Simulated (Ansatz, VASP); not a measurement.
GaN in VASP and in Ansatz

```
Ga N
1.0
     0.00000    2.24440    2.24440
     2.24440    0.00000    2.24440
     2.24440    2.24440    0.00000
Ga N
1 1
Direct
  0.00000 0.00000 0.00000
  0.25000 0.25000 0.25000
```

Alike in both runs: task single point; functional PBE; k mesh 10 × 10 × 10; occupations gaussian, width 0.02 eV; no spin polarisation.

|  | VASP | Ansatz |
| --- | --- | --- |
| version | VASP 6.6.1 | Ansatz 0.2.0 |
| potentials or method | VASP PAW PBE potentials, release 64 (Ga_d, N), cutoff 600 eV | scalar-relativistic, plane waves, PAW |
| valence electrons in the cell | 18 | 18 |

VASP gave:

| Item | Value |
| --- | --- |
| gap on the k mesh at the Fermi level (eV) | 1.80 |
| least direct gap on the mesh (eV) | 1.80 |
| pressure (GPa) | 7.3 |

**Question.** What did Ansatz give for the same quantities?

**Answer.** gap on the k mesh at the Fermi level (eV): 1.80; least direct gap on the mesh (eV): 1.80; pressure (GPa): 7.5.

The functional is the same, so the differences come from potentials, cutoffs and numerics.
